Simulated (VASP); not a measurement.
# HfSiO4 in VASP: notebook

The runs below take HfSiO4 through single point, with PBE.

Program: VASP 6.6.1. These are calculated values, not measurements. Logs are shortened: lines on timing, memory, paths and dates and some standing lists are left out, and cuts for length are marked.

**1. The cell of the first run**

The structure is hexagonal, space group P6_3mc (No. 186). The conventional cell has a = 5.842 Å, b = 5.842 Å, c = 9.518 Å, α = 90.00°, β = 90.00°, γ = 120.00°. Within 2.6 Å of Hf (site symmetry 3m) lie 4 O at 1.94 Å. Si (site symmetry 3m) has 4 O at 1.63 Å within 2.2 Å. Within 2.2 Å of O (site symmetry 3m) lie 1 Si at 1.63 Å and 1 Hf at 1.94 Å. Within 2.2 Å of O (site symmetry m) lie 1 Si at 1.63 Å and 1 Hf at 1.94 Å.

**2. Single point, PBE**

File INCAR:

```
SYSTEM = HfSiO4
ALGO = Normal
EDIFF = 1E-6
ENCUT = 600
GGA = PE
GGA_COMPAT = .FALSE.
ISIF = 2
ISMEAR = 0
LASPH = .TRUE.
LCHARG = .TRUE.
LELF = .TRUE.
LREAL = .FALSE.
LVHAR = .TRUE.
LWAVE = .FALSE.
NBANDS = 50
NELM = 120
PREC = Accurate
SIGMA = 0.1
```

File KPOINTS:

```
k-points
0
G
  3 3 2
  0 0 0
```

File POSCAR:

```
HfSiO4
1.0
    5.8419467471      0.0000000000      0.0000000000
   -2.9209733735      5.0592742905      0.0000000000
    0.0000000000      0.0000000000      9.5182762480
Hf Si O
2 2 8
Direct
    0.3333333333      0.6666666667      0.4379461519
    0.6666666667      0.3333333333      0.9379461519
    0.3333333333      0.6666666667      0.0624189510
    0.6666666667      0.3333333333      0.5624189510
    0.3333333333      0.6666666667      0.2339164863
    0.6666666667      0.3333333333      0.7339164863
    0.4854385358      0.9708770716      0.0052394703
    0.5145614642      0.4854385358      0.5052394703
    0.0291229284      0.5145614642      0.0052394703
    0.5145614642      0.0291229284      0.5052394703
    0.4854385358      0.5145614642      0.0052394703
    0.9708770716      0.4854385358      0.5052394703
```

Potentials or basis: VASP PAW PBE potentials, release 64 (Hf_pv, Si, O).

On the command line:

```bash
$ cat potpaw_PBE.64/Hf_pv/POTCAR potpaw_PBE.64/Si/POTCAR potpaw_PBE.64/O/POTCAR > POTCAR
$ mpirun -np 1 vasp_std > vasp.out
```

OUTCAR:

```text
SYSTEM = HfSiO4
   EDIFF = 1E-6
   ENCUT = 600
   GGA = PE
   ISIF = 2
   ISMEAR = 0
   LASPH = .TRUE.
   LREAL = .FALSE.
   NELM = 120
   PREC = Accurate

 ion  position               nearest neighbor table
   1  0.333  0.667  0.438-   5 1.94  10 1.94  12 1.94   8 1.94
   2  0.667  0.333  0.938-   6 1.94   7 1.94   9 1.94  11 1.94
   3  0.333  0.667  0.062-   5 1.63   7 1.63   9 1.63  11 1.63
   4  0.667  0.333  0.562-   6 1.63  10 1.63  12 1.63   8 1.63
   5  0.333  0.667  0.234-   3 1.63   1 1.94
   6  0.667  0.333  0.734-   4 1.63   2 1.94
   7  0.485  0.971  0.005-   3 1.63   2 1.94
   8  0.515  0.485  0.505-   4 1.63   1 1.94
   9  0.029  0.515  0.005-   3 1.63   2 1.94
  10  0.515  0.029  0.505-   4 1.63   1 1.94
  11  0.485  0.515  0.005-   3 1.63   2 1.94
  12  0.971  0.485  0.505-   4 1.63   1 1.94

  LATTYP: Found a hexagonal cell.
 ALAT       =     5.8419467471
 C/A-ratio  =     1.6292987013

  Lattice vectors:

 A1 = (   5.8419467471,   0.0000000000,   0.0000000000)
 A2 = (  -2.9209733735,   5.0592742905,   0.0000000000)
 A3 = (   0.0000000000,   0.0000000000,   9.5182762480)

Analysis of symmetry for initial positions (statically):
=====================================================================
 Subroutine PRICEL returns:
 Original cell was already a primitive cell.

 Routine SETGRP: Setting up the symmetry group for a
 hexagonal supercell.

 Subroutine GETGRP returns: Found 12 space group operations
 (whereof  6 operations were pure point group operations)
 out of a pool of 24 trial point group operations.

The static configuration has the point symmetry C_3v.
 The point group associated with its full space group is C_6v.

Analysis of symmetry for dynamics (positions and initial velocities):
=====================================================================
 Subroutine PRICEL returns:
 Original cell was already a primitive cell.

 Routine SETGRP: Setting up the symmetry group for a
 hexagonal supercell.

 Subroutine GETGRP returns: Found 12 space group operations
 (whereof  6 operations were pure point group operations)
 out of a pool of 24 trial point group operations.

The dynamic configuration has the point symmetry C_3v.
 The point group associated with its full space group is C_6v.

 Subroutine INISYM returns: Found 12 space group operations
 (whereof  6 operations are pure point group operations),
 and found     1 'primitive' translations

----------------------------------------------------------------------------------------

                                     Primitive cell

  volume of cell :     281.3223

  direct lattice vectors                    reciprocal lattice vectors
     5.841946747  0.000000000  0.000000000     0.171175816  0.098828403  0.000000000
    -2.920973373  5.059274291  0.000000000     0.000000000  0.197656807  0.000000000
     0.000000000  0.000000000  9.518276248     0.000000000  0.000000000  0.105061040

  length of vectors
     5.841946747  5.841946747  9.518276248     0.197656807  0.197656807  0.105061040

  position of ions in fractional coordinates (direct lattice)
     0.333333333  0.666666667  0.437946152
     0.666666667  0.333333333  0.937946152
     0.333333333  0.666666667  0.062418951
     0.666666667  0.333333333  0.562418951
     0.333333333  0.666666667  0.233916486
     0.666666667  0.333333333  0.733916486
     0.485438536  0.970877072  0.005239470
     0.514561464  0.485438536  0.505239470
     0.029122928  0.514561464  0.005239470
     0.514561464  0.029122928  0.505239470
     0.485438536  0.514561464  0.005239470
     0.970877072  0.485438536  0.505239470

  ion indices of the primitive-cell ions
   primitive index   ion index
                 1           1
                 2           2
                 3           3
                 4           4
                 5           5
                 6           6
                 7           7
                 8           8
                 9           9
                10          10
                11          11
                12          12

----------------------------------------------------------------------------------------

 KPOINTS: k-points

Automatic generation of k-mesh.
 Grid dimensions read from file:
 generate k-points for:    3    3    2

 Generating k-lattice:

  Cartesian coordinates                     Fractional coordinates (reciprocal lattice)
     0.057058605  0.032942801  0.000000000     0.333333333 -0.000000000  0.000000000
     0.000000000  0.065885602  0.000000000     0.000000000  0.333333333  0.000000000
     0.000000000  0.000000000  0.052530520     0.000000000  0.000000000  0.500000000

  Length of vectors
     0.065885602  0.065885602  0.052530520

  Shift w.r.t. Gamma in fractional coordinates (k-lattice)
     0.000000000  0.000000000  0.000000000

 Subroutine IBZKPT returns following result:
 ===========================================

 Found      6 irreducible k-points:

[... 51 lines left out ...]
 non-spin polarized calculation
 Gauss-broadening in eV      SIGMA  =   0.10
  energy-cutoff  :      600.00
  volume of cell :      281.32
 maximum number of plane-waves:      9417
 NGX is ok and might be reduce to    48
   NGX = 23   NGY = 23   NGZ = 39

 number of electron      75.9999999 magnetization

 Free energy of the ion-electron system (eV)
  ---------------------------------------------------
  ext. energy  EPLUGINS =         0.00000000
  ---------------------------------------------------
  free energy    TOTEN  =      -107.37147965 eV

  energy without entropy =     -107.37147965  energy(sigma->0) =     -107.37147965

 E-fermi :  -1.9031     XC(G=0):  -6.6840

 val. band max:       -2.4034506373   @ k =   0.0000   0.0000   0.0000
 cond. band min:       2.3732943623   @ k =   0.0000   0.0000   0.0000
 fundamental gap:      4.7767449996
 Fermi energy:        -1.9030968419

 k-point     1 :       0.0000    0.0000    0.0000
  band No.  band energies     occupation
      1     -31.2179      2.00000
      2     -31.2158      2.00000
      3     -31.2153      2.00000
      4     -31.2153      2.00000
      5     -31.2151      2.00000
      6     -31.2151      2.00000
[... 42 lines left out ...]
     49       5.3233      0.00000
     50       5.3561      0.00000

 k-point     2 :       0.3333    0.0000    0.0000
  band No.  band energies     occupation
      1     -31.2179      2.00000
      2     -31.2166      2.00000
      3     -31.2160      2.00000
      4     -31.2159      2.00000
      5     -31.2155      2.00000
      6     -31.2152      2.00000
[... 42 lines left out ...]
     49       5.2936      0.00000
     50       5.3846      0.00000

 k-point     3 :       0.3333    0.3333    0.0000
  band No.  band energies     occupation
      1     -31.2175      2.00000
      2     -31.2175      2.00000
      3     -31.2161      2.00000
      4     -31.2161      2.00000
      5     -31.2158      2.00000
      6     -31.2155      2.00000
[... 42 lines left out ...]
     49       5.2512      0.00000
     50       5.2512      0.00000

 k-point     4 :       0.0000    0.0000    0.5000
  band No.  band energies     occupation
      1     -31.2169      2.00000
      2     -31.2169      2.00000
      3     -31.2152      2.00000
      4     -31.2152      2.00000
      5     -31.2152      2.00000
      6     -31.2152      2.00000
[... 42 lines left out ...]
     49       5.3284      0.00000
     50       5.3284      0.00000

 k-point     5 :       0.3333    0.0000    0.5000
  band No.  band energies     occupation
      1     -31.2173      2.00000
      2     -31.2173      2.00000
      3     -31.2158      2.00000
      4     -31.2158      2.00000
      5     -31.2154      2.00000
      6     -31.2154      2.00000
[... 42 lines left out ...]
     49       5.2826      0.00000
     50       5.2826      0.00000

 k-point     6 :       0.3333    0.3333    0.5000
  band No.  band energies     occupation
      1     -31.2177      2.00000
      2     -31.2177      2.00000
      3     -31.2159      2.00000
      4     -31.2159      2.00000
      5     -31.2156      2.00000
      6     -31.2156      2.00000
[... 42 lines left out ...]
     49       5.3065      0.00000
     50       5.3065      0.00000

------------------------ aborting loop because EDIFF is reached ----------------------------------------

  FORCE on cell =-STRESS in cart. coord.  units (eV):
  Direction    XX          YY          ZZ          XY          YZ          ZX
  --------------------------------------------------------------------------------------
  -------------------------------------------------------------------------------------
  Total       -0.9833066     -0.9833066     -0.9896095     -0.0000000      0.0000000      0.0000000
  in kB       -5.6000950     -5.6000950     -5.6359912     -0.0000000      0.0000000      0.0000000
  external PRESSURE =      -5.6120604 kB  Pullay stress =       0.0000000 kB

 VOLUME and BASIS-vectors are now :
 -----------------------------------------------------------------------------
  energy-cutoff  :      600.00
  volume of cell :      281.32
      direct lattice vectors                 reciprocal lattice vectors
     5.841946747  0.000000000  0.000000000     0.171175816  0.098828403  0.000000000
    -2.920973373  5.059274291  0.000000000     0.000000000  0.197656807  0.000000000
     0.000000000  0.000000000  9.518276248     0.000000000  0.000000000  0.105061040

 POSITION                                       TOTAL-FORCE (eV/Angst)
 -----------------------------------------------------------------------------------
     -0.00000      3.37285      4.16849        -0.000000      0.000000     -0.001605
      2.92097      1.68642      8.92763        -0.000000      0.000000     -0.001605
     -0.00000      3.37285      0.59412        -0.000000      0.000000     -0.001532
      2.92097      1.68642      5.35326        -0.000000      0.000000     -0.001532
     -0.00000      3.37285      2.22648        -0.000000      0.000000      0.194279
      2.92097      1.68642      6.98562        -0.000000      0.000000      0.194279
      0.00000      4.91193      0.04987         0.000000      0.182086     -0.063714
      1.58809      2.45597      4.80901        -0.157691      0.091043     -0.063714
     -1.33289      2.60331      0.04987        -0.157691     -0.091043     -0.063714
      2.92097      0.14734      4.80901        -0.000000     -0.182086     -0.063714
      1.33289      2.60331      0.04987         0.157691     -0.091043     -0.063714
      4.25386      2.45597      4.80901         0.157691      0.091043     -0.063714
 -----------------------------------------------------------------------------------
    total drift:                                0.000001      0.000001     -0.000121

  FREE ENERGIE OF THE ION-ELECTRON SYSTEM (eV)
  ---------------------------------------------------
  free  energy   TOTEN  =      -107.3714796479 eV

  energy  without entropy=     -107.3714796479  energy(sigma->0) =     -107.37147965
```

Run time: 3.8 min. Hardware: 1 thread of Intel Xeon Platinum 8488C (Sapphire Rapids), shared host; peak memory 0.48 GiB.

Results:

| Item | Value |
| --- | --- |
| Free energy | -107.3715 eV |
| Pressure | -0.6 GPa |
| Largest force | 0.194 eV/Å |
| Band gap on the k mesh | 4.78 eV |

Forces on the atoms (eV/Å):
```
Hf   0.000  0.000 -0.002
Hf   0.000  0.000 -0.002
Si   0.000  0.000 -0.002
Si   0.000  0.000 -0.002
O    0.000  0.000  0.194
O    0.000  0.000  0.194
O    0.000  0.182 -0.064
O   -0.158  0.091 -0.064
O   -0.158 -0.091 -0.064
O    0.000 -0.182 -0.064
O    0.158 -0.091 -0.064
O    0.158  0.091 -0.064
```

Caveat: spin-orbit coupling is left out, which moves the levels of the heavy elements.

**3. Single point, PBE**

This run uses another cell than the first one, of 11.85 Å³/atom.

File INCAR:

```
PREC = Accurate ; ENCUT = 600
EDIFF = 1E-6 ; ISMEAR = 0
SIGMA = 0.1 ; LREAL = False
LASPH = True ; NELM = 120
ALGO = Normal ; ISIF = 2
LWAVE = False ; LCHARG = True
GGA = PE ; LELF = True
LVHAR = True ; NBANDS = 50
GGA_COMPAT = False
```

File KPOINTS:

```
regular mesh
0
Gamma
  6 6 2
```

File POSCAR:

```
HfSiO4
1.0
    4.6460377900      0.0000000000      0.0000000000
   -2.3230189000      4.0235867600      0.0000000000
    0.0000000000      0.0000000000      7.6054502900
Hf Si O
2 2 8
Direct
    0.3333333300      0.6666666700      0.4380000000
    0.6666666700      0.3333333300      0.9380000000
    0.3333333300      0.6666666700      0.0620000000
    0.6666666700      0.3333333300      0.5620000000
    0.3333333300      0.6666666700      0.2500000000
    0.6666666700      0.3333333300      0.7500000000
    0.5000000000      0.0000000000      0.0000000000
    0.5000000000      0.5000000000      0.5000000000
    0.0000000000      0.5000000000      0.0000000000
    0.5000000000      0.0000000000      0.5000000000
    0.5000000000      0.5000000000      0.0000000000
    0.0000000000      0.5000000000      0.5000000000
```

Potentials or basis: VASP PAW PBE potentials, release 64 (Hf_pv, Si, O).

On the command line:

```bash
$ cat potpaw_PBE.64/Hf_pv/POTCAR potpaw_PBE.64/Si/POTCAR potpaw_PBE.64/O/POTCAR > POTCAR
$ mpirun -np 1 vasp_std > vasp.out
```

Run time: 3.2 min. Hardware: 1 thread of Intel Xeon Platinum 8488C (Sapphire Rapids), shared host; peak memory 0.36 GiB.

The run converged. Its results:

```yaml
Free_energy: -19.1352 eV
Pressure: 308.9 GPa
Largest_force: 43.268 eV/Å
Band_gap_on_the_k_mesh: 2.63 eV (least direct gap 3.56 eV)
```

Forces in eV/Å, atoms in the order of the input:
```
Hf    0.000   0.000  -1.888
Hf    0.000   0.000  -1.888
Si    0.000   0.000   0.718
Si    0.000   0.000   0.718
O     0.000   0.000 -41.841
O     0.000   0.000 -41.841
O     0.000 -40.824  14.337
O    35.354 -20.412  14.337
O    35.354  20.412  14.337
O     0.000  40.824  14.337
O   -35.354  20.412  14.337
O   -35.354 -20.412  14.337
```

Stress tensor (GPa, compression positive):
```
311.94   0.00   0.00
  0.00 311.94   0.00
  0.00   0.00 302.81
```

Levels at points of the mesh, in eV from the valence-band top:
| k point | band 34 | band 35 | band 36 | band 37 | band 38 | band 39 | band 40 | band 41 | band 42 | band 43 |
| --- | --- | --- | --- | --- | --- | --- | --- | --- | --- | --- |
| (0.00, 0.00, 0.00) | -2.67 | -2.67 | -1.81 | -0.94 | -0.94 | 2.63 | 5.51 | 5.95 | 7.66 | 8.96 |
| (0.50, 0.00, 0.00) | -1.66 | -0.91 | -0.72 | -0.68 | 0.00 | 5.22 | 5.58 | 5.72 | 7.35 | 7.38 |
| (0.00, 0.00, 0.50) | -2.30 | -1.44 | -1.44 | -1.44 | -1.44 | 3.56 | 3.56 | 7.74 | 7.74 | 9.53 |
| (0.50, 0.00, 0.50) | -2.14 | -0.47 | -0.47 | -0.34 | -0.34 | 5.42 | 5.42 | 6.43 | 6.43 | 8.29 |

Caveat: atoms lie so close that the PAW spheres overlap strongly, which falsifies energies and pressures; the cell stands under pressure; spin-orbit coupling is left out, which moves the levels of the heavy elements; forces of over 1 eV/Å act on the atoms, so gaps and moduli don't describe the material at rest.

**4. Single point, PBE**

File INCAR:

```
SYSTEM = HfSiO4
ALGO     = Normal         ! electronic algorithm
EDIFF    = 1E-6           ! SCF threshold, eV
ENCUT    = 600            ! plane-wave cutoff, eV
GGA      = PE             ! functional
GGA_COMPAT= .False.      
ISIF     = 2              ! what is computed and relaxed
ISMEAR   = 0              ! smearing method
LASPH    = .True.         ! aspherical terms in the spheres
LCHARG   = .False.        ! write CHGCAR
LREAL    = .False.        ! projectors in reciprocal space
LWAVE    = .False.        ! write WAVECAR
NBANDS   = 50             ! bands
NELM     = 120            ! most SCF steps
PREC     = Accurate       ! precision mode
SIGMA    = 0.1            ! smearing width, eV
```

File KPOINTS:

```
k-points
0
Gamma
  3 3 2
  0 0 0
```

File POSCAR:

```
HfSiO4
1.0
    5.8428117969     -0.0029726614     -0.0035019818
   -2.9239762684      5.0636143513     -0.0027442098
   -0.0056753936     -0.0084112417      9.5219610883
Hf Si O
2 2 8
Direct
    0.3354710794      0.6701892919      0.4379713022
    0.6641125080      0.3293828953      0.9379856376
    0.3313943392      0.6631593839      0.0624013397
    0.6688242863      0.3370237526      0.5624436564
    0.3347394685      0.6669487660      0.2338797705
    0.6674320496      0.3331336476      0.7339502372
    0.4820897129      0.9659484797      0.0034297840
    0.5144432252      0.4876752767      0.5065502937
    0.0258710832      0.5094064453      0.0066841600
    0.5196485796      0.0340022811      0.5032179467
    0.4824140106      0.5099139206      0.0054245027
    0.9735596576      0.4932158593      0.5060613692
```

On the command line:

```bash
$ cat potpaw_PBE.64/Hf_pv/POTCAR potpaw_PBE.64/Si/POTCAR potpaw_PBE.64/O/POTCAR > POTCAR
$ mpirun -np 1 vasp_std > vasp.out
```

Wall time 5.4 min (1 thread of Intel Xeon Platinum 8488C (Sapphire Rapids), shared host); peak memory 0.52 GiB.

The run converged. Its results:

```
Free energy            : -107.3704 eV
Pressure               : -0.7 GPa
Largest force          : 0.205 eV/Å
Band gap on the k mesh : 4.77 eV
```

Forces on the atoms (eV/Å):
```
Hf  -0.004 -0.004 -0.016
Hf  -0.003  0.002 -0.017
Si   0.004 -0.001 -0.007
Si  -0.001  0.003  0.005
O   -0.003 -0.002  0.205
O   -0.001 -0.003  0.185
O    0.000  0.173 -0.055
O   -0.146  0.087 -0.065
O   -0.153 -0.084 -0.060
O   -0.001 -0.163 -0.054
O    0.154 -0.085 -0.058
O    0.153  0.077 -0.065
```

Levels at points of the mesh, in eV from the valence-band top:
| k point | band 35 | band 36 | band 37 | band 38 | band 39 | band 40 | band 41 | band 42 |
| --- | --- | --- | --- | --- | --- | --- | --- | --- |
| (0.00, 0.00, 0.00) | -0.01 | -0.01 | 0.00 | 0.00 | 4.77 | 6.28 | 6.45 | 6.45 |
| (0.00, 0.00, 0.50) | -0.29 | -0.28 | 0.00 | 0.00 | 5.37 | 5.37 | 6.48 | 6.49 |

Caveat: spin-orbit coupling is left out, which moves the levels of the heavy elements.

**5. Summary**

| cell | k mesh | gap on the mesh (eV) | pressure (GPa) | largest force (eV/Å) |
| --- | --- | --- | --- | --- |
| a = 5.842, b = 5.842, c = 9.518 Å, angles 90.0, 90.0, 120.0°, 12 atoms, atomic positions A | 3 × 3 × 2 | 4.78 | -0.6 | 0.19 |
| a = 4.646, b = 4.646, c = 7.605 Å, angles 90.0, 90.0, 120.0°, 12 atoms, atomic positions B | 6 × 6 × 2 | 2.63 | 308.9 | 43.27 |
| a = 5.843, b = 5.847, c = 9.522 Å, angles 90.1, 90.1, 120.0°, 12 atoms, atomic positions C | 3 × 3 × 2 | 4.77 | -0.7 | 0.20 |

Alike in all rows: task single point; level PBE; potentials or basis VASP PAW PBE potentials, release 64 (Hf_pv, Si, O); no spin polarisation; cutoff (eV) 600; smearing gaussian 0.1 eV.

Caveats: spin-orbit coupling is left out, which moves the levels of the heavy elements; atoms lie so close that the PAW spheres overlap strongly, which falsifies energies and pressures (at least some runs); the cell stands under pressure (at least some runs); forces of over 1 eV/Å act on the atoms, so gaps and moduli don't describe the material at rest (at least some runs).

Total energies depend on the potentials used, so only differences within one code and one set of settings carry meaning.
